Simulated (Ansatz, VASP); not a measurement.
# Cu3Au in VASP and in Ansatz

Contents of POSCAR:

```
Cu3Au
1.0
    3.7400000000      0.0000000000      0.0000000000
    0.0000000000      3.7400000000      0.0000000000
    0.0000000000      0.0000000000      3.7400000000
Au Cu
1 3
Direct
    0.0000000000      0.0000000000      0.0000000000
    0.5000000000      0.5000000000      0.0000000000
    0.5000000000      0.0000000000      0.5000000000
    0.0000000000      0.5000000000      0.5000000000
```

Contents of INCAR.step1:

```
ALGO = Normal
EDIFF = 1E-5
ENCUT = 520
GGA = PE
GGA_COMPAT = F
ISIF = 2
ISMEAR = -1
LASPH = T
LCHARG = F
LREAL = F
LWAVE = T
NBANDS = 30
NELM = 120
PREC = Accurate
SIGMA = 0.05
```

The input INCAR.step2:

```
AEXX = 0.25
ALGO = Normal
EDIFF = 1E-6
ENCUT = 520
GGA = PS
GGA_COMPAT = F
HFSCREEN = 0.207
ISIF = 2
ISMEAR = -1
ISTART = 1
LASPH = T
LCHARG = F
LHFCALC = T
LREAL = F
LWAVE = F
NBANDS = 30
NELM = 120
PREC = Accurate
PRECFOCK = Normal
SIGMA = 0.05
```

Contents of KPOINTS:

```
k-points
0
Gamma
  4 4 4
```

Contents of input.yaml:

```yaml
crystal:
  lattice:
    - [3.74, 0.0, 0.0]
    - [0.0, 3.74, 0.0]
    - [0.0, 0.0, 3.74]
  atoms:
    - { symbol: Au, position: [0.0, 0.0, 0.0] }
    - { symbol: Cu, position: [0.5, 0.5, 0.0] }
    - { symbol: Cu, position: [0.5, 0.0, 0.5] }
    - { symbol: Cu, position: [0.0, 0.5, 0.5] }
hamiltonian:
  xc:
    exchange: hjs_pbesol
    correlation: pbesol
    exx: { coeff: 0.25, omega: 0.207 }
  pseudopotentials: { kind: paw }
kpoints:
  mp_grid: { grid: [4, 4, 4] }
  band_path:
    path:
      - [[0.0, 0.0, 0.0], [0.0, 0.5, 0.0], [0.5, 0.5, 0.0], [0.0, 0.0, 0.0], [0.5, 0.5, 0.5], [0.0, 0.5, 0.0]]
      - [[0.5, 0.5, 0.0], [0.5, 0.5, 0.5]]
    npoints: 4
scf:
  occupations: { method: fermi_dirac, width: 0.05 }
  n_extra_bands: 10
output:
  forces: true
  stress: true
  eigenvalues: true
  fatbands: false
```

Alike in both runs: functional PBEsol-based screened hybrid with a share of 0.25 of exact exchange and HFSCREEN = 0.207; k mesh 4 × 4 × 4; occupations fermi-dirac, width 0.05 eV; no spin polarisation.

|  | VASP | Ansatz |
| --- | --- | --- |
| version | VASP 6.6.1 | Ansatz 0.2.0 |
| potentials or method | VASP PAW PBE potentials, release 64 (Au, Cu) | Ansatz PAW |
| plane-wave cutoff (eV) | 520 | 420 |
| valence electrons in the cell | 44 | 76 |
| task | single point | band structure |

|  | VASP | Ansatz | Ansatz less VASP |
| --- | --- | --- | --- |
| gap on the k mesh at the Fermi level (eV) | none | none | - |
| pressure (GPa) | -2.6 | -2.7 | -0.18 |

VASP's potentials were made for PBE, not for PBEsol-based screened hybrid. A gap of «none» marks a metal or a gap that the smearing closes. With one functional, cell and mesh, what is left measures potentials, basis and numerics. VASP's potentials hold 44 valence electrons a cell and Ansatz's 76, so a difference there can come from the potentials and not from the codes.

The k mesh is coarse, so the values compare programs but aren't converged. Neither program's run includes spin-orbit coupling.
